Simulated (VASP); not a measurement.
Wanted: the native input for a VASP 6.6.1 run.

- Task: relaxation of cell and atoms
- Functional: PBE
- Potentials or basis: VASP PAW PBE potentials, release 64 (Ni, N)
- Cutoff: 600 eV
- k mesh: 6 × 6 × 6
- Occupations: gaussian, width 0.1 eV
- Spin: no spin polarisation
- Dipole correction: no
- Further INCAR settings: ALGO = Normal; EDIFF = 1e-06; IBRION = 2; EDIFFG = -0.04; NSW = 90; ISIF = 3

The structure of Ni2N lies in POSCAR:

```
Ni2N
1.0
    0.0000000000      2.9902099065      2.9902099065
    2.9902099065      0.0000000000      2.9902099065
    2.9902099065      2.9902099065      0.0000000000
Ni N
4 2
Direct
    0.6250000000      0.6250000000      0.6250000000
    0.1250000000      0.6250000000      0.6250000000
    0.6250000000      0.6250000000      0.1250000000
    0.6250000000      0.1250000000      0.6250000000
    0.0000000000      0.0000000000      0.0000000000
    0.2500000000      0.2500000000      0.2500000000
```

The input as run:

INCAR

```
PREC = Accurate ; ENCUT = 600
EDIFF = 1E-6 ; ISMEAR = 0
SIGMA = 0.1 ; LREAL = False
LASPH = True ; NELM = 80
ALGO = Normal ; ISIF = 3
LWAVE = False ; LCHARG = False
GGA = PE ; IBRION = 2
NSW = 90 ; EDIFFG = -0.04
```

KPOINTS

```
Automatic mesh
0
Gamma
  6 6 6
```

Potentials or basis: VASP PAW PBE potentials, release 64 (Ni, N).

Launch:

```console
$ cat potpaw_PBE.64/Ni/POTCAR potpaw_PBE.64/N/POTCAR > POTCAR
$ mpirun -np 1 vasp_std > vasp.out
```

Results of the run:

| Property | Result |
| --- | --- |
| Relaxed volume | 10.99 Å³/atom |
| Relaxed cell | a = 4.535 Å, b = 4.535 Å, c = 4.535 Å, α = 60.00°, β = 60.00°, γ = 60.00° |
| Space group after relaxing (to 0.05 Å) | Fd-3m (No. 227) |
| Energy gained by relaxing | 283.6 meV/atom |
| Ionic steps | 4 |
| Pressure after relaxing | 0.2 GPa |
| Band gap on the k mesh | zero (band 25 reaches 6.97 eV, above the bottom of band 26 at 6.57 eV) |

Caveat: the volume moved by over 15 % at a fixed basis, so the end points are rough; the run has no spin polarisation, though such a crystal can be magnetic.

It took 120 s on 1 thread of AMD EPYC 9R45 96-Core Processor (Zen 5) (shared host), peak memory 0.19 GiB.
